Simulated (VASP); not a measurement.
Wanted: the native input for a VASP 6.6.1 run.

```
Task                   : single point
Functional             : r2SCAN
Potentials or basis    : VASP PAW PBE potentials, release 64 (Mg, I)
Cutoff                 : 520 eV
k mesh                 : 8 × 8 × 8
Occupations            : gaussian, width 0.01 eV
Spin                   : no spin polarisation
Dipole correction      : no
Further INCAR settings : ALGO = Normal; EDIFF = 1e-06; NBANDS = 15
```

MgI2:

```xyz
3
Lattice="1.9764 1.1411 7.0637 -1.9764 1.1411 7.0637 0.0000 -2.2822 7.0637" Properties=species:S:1:pos:R:3 pbc="T T T"
Mg    0.0000    0.0000    0.0000
I     0.0000    0.0000    5.3274
I     0.0000    0.0000   15.8638
```

This cell differs from its parent crystal: epitaxial xy strain -4.9%.

One way to write it, as run:

POSCAR

```
MgI2
1.0
    1.9764070152      1.1410791222      7.0637393524
   -1.9764070152      1.1410791222      7.0637393524
    0.0000000000     -2.2821582445      7.0637393524
Mg I
1 2
Direct
    0.0000000000      0.0000000000      0.0000000000
    0.2513951288      0.2513951288      0.2513951288
    0.7486048712      0.7486048712      0.7486048712
```

INCAR.step1

```
SYSTEM = MgI2
ALGO     = Normal         ! electronic algorithm
EDIFF    = 1E-4           ! SCF threshold, eV
ENCUT    = 520            ! plane-wave cutoff, eV
GGA      = PE             ! functional
ISMEAR   = 0              ! smearing method
LASPH    = .True.         ! aspherical terms in the spheres
LCHARG   = .False.        ! write CHGCAR
LREAL    = .False.        ! projectors in reciprocal space
LWAVE    = .True.         ! write WAVECAR
NBANDS   = 15             ! bands
NELM     = 100            ! most SCF steps
PREC     = Accurate       ! precision mode
SIGMA    = 0.01           ! smearing width, eV
```

INCAR.step2

```
SYSTEM = MgI2
ALGO     = Normal         ! electronic algorithm
EDIFF    = 1E-6           ! SCF threshold, eV
ENCUT    = 520            ! plane-wave cutoff, eV
ISIF     = 2              ! what is computed and relaxed
ISMEAR   = 0              ! smearing method
ISTART   = 1            
LASPH    = .True.         ! aspherical terms in the spheres
LCHARG   = .False.        ! write CHGCAR
LMIXTAU  = .True.       
LREAL    = .False.        ! projectors in reciprocal space
LWAVE    = .False.        ! write WAVECAR
METAGGA  = R2SCAN         ! meta-GGA
NBANDS   = 15             ! bands
NELM     = 100            ! most SCF steps
PREC     = Accurate       ! precision mode
SIGMA    = 0.01           ! smearing width, eV
```

KPOINTS

```
k-points
0
Gamma
  8 8 8
  0 0 0
```

Potentials or basis: VASP PAW PBE potentials, release 64 (Mg, I).

The run is started by

```sh
$ cat potpaw_PBE.64/Mg/POTCAR potpaw_PBE.64/I/POTCAR > POTCAR
$ cp INCAR.step1 INCAR
$ mpirun -np 1 vasp_std > vasp.out
$ cp INCAR.step2 INCAR
$ mpirun -np 1 vasp_std > vasp.out
```

It gave:

```json
{
  "Pressure": "3.1 GPa",
  "Largest force": "0.046 eV/Å",
  "Band gap on the k mesh": "3.58 eV, indirect (least direct gap 4.23 eV)"
}
```

Caveat: the cell differs from its parent crystal (epitaxial xy strain -4.9%); the PAW data sets were made with another functional, which shifts forces and pressure a little; spin-orbit coupling is left out, which moves the levels of the heavy elements.

It took 11 min on 1 thread of Intel(R) Xeon(R) Platinum 8488C (Sapphire Rapids) (shared host), peak memory 0.52 GiB.
